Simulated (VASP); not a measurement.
Pb, 2 atoms in the cell. Symmetry: Fd-3m, No. 227, cubic system. Conventional cell: a = 7.070 Å, b = 7.070 Å, c = 7.070 Å, α = 90.00°, β = 90.00°, γ = 90.00°. Within 4.0 Å of Pb (site symmetry -43m) lie 4 Pb at 3.06 Å. This isn't the form of Pb at room conditions, which is fcc.

```yaml
Program: VASP 6.6.1
Task: relaxation of cell and atoms
Functional: PBE
Potentials_or_basis: VASP PAW PBE potentials, release 64 (Pb_d)
Cutoff: 600 eV
k_mesh: 10 × 10 × 10
Occupations: gaussian, width 0.1 eV
Spin: no spin polarisation
Dipole_correction: no
Further_INCAR_settings: ALGO = Fast; EDIFF = 1e-07; IBRION = 2; EDIFFG = -0.01; NSW = 80; ISIF = 3
```

Potentials or basis: VASP PAW PBE potentials, release 64 (Pb_d).

The run is started by

```console
$ cat potpaw_PBE.64/Pb_d/POTCAR > POTCAR
$ mpirun -np 1 vasp_std > vasp.out
```

Hardware: 1 thread of AMD EPYC 9R45 96-Core Processor (Zen 5), with other jobs on the host.

Question: Estimate the wall time of this run.

Answer: Run time: 100 s on 1 thread of AMD EPYC 9R45 96-Core Processor (Zen 5) (shared host), peak memory 0.25 GiB. Counts: scf iterations 26, k points 47, ion steps 2.
